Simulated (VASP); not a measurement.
Runs of VASP 6.6.1 on InSb3. The structure is that of space group Pm-3m (No. 221), or close to it. The cells are those of the table. 

```tsv
task	level	cell	k mesh	cutoff (eV)	grid for exact exchange (PRECFOCK)	share of exact exchange	screening parameter	gap on the mesh (eV)	pressure (GPa)	relaxed volume (Å³/atom)
single point	PBE	a = 4.815 Å, 4 atoms	6 × 6 × 6	520	-	-	-	none	-0.2	-
single point	PBE-based screened hybrid with 5 % exact exchange	a = 4.806 Å, 4 atoms	3 × 3 × 3	520	Normal	0.05	0.2 1/Å	none	-1.1	-
relaxation of cell and atoms	PBE	relaxed from a = 4.806 Å, 4 atoms	6 × 6 × 6	600	-	-	-	none	0.0	27.83
single point	PBE	a = 4.812 Å, 4 atoms	6 × 6 × 6	520	-	-	-	none	(a)	-
single point	PBEsol+D3(BJ)	a = 4.649 Å, 4 atoms	6 × 6 × 6	520	-	-	-	none	0.0	-
relaxation of cell and atoms	PBEsol+D3(BJ)	relaxed from a = 4.806 Å, 4 atoms	6 × 6 × 6	600	-	-	-	none	0.0	25.12
relaxation of cell and atoms	PBEsol	relaxed from a = 4.806 Å, 4 atoms	6 × 6 × 6	600	-	-	-	none	0.0	(b)
single point	PBEsol	a = 4.726 Å, 4 atoms	6 × 6 × 6	520	-	-	-	none	0.0	-
relaxation of cell and atoms	PBEsol+D4	relaxed from a = 4.806 Å, 4 atoms	6 × 6 × 6	600	-	-	-	none	0.0	25.63
```

Alike in all rows: potentials or basis VASP PAW PBE potentials, release 64 (Sb, In_d); no spin polarisation; smearing fermi-dirac 0.05 eV.

Question: Fill in the values left out.

Answer: (a) -0.1; (b) 26.39.

Caveats: some runs use coarse meshes; spin-orbit coupling is left out, which moves the levels of the heavy elements; the PAW data sets were made with another functional, which shifts forces and pressure a little (at least some runs).

A k mesh can miss the band edges, and the runs leave out spin-orbit coupling on In, Sb.

A gap of «none» marks levels without a gap at the run's occupations.
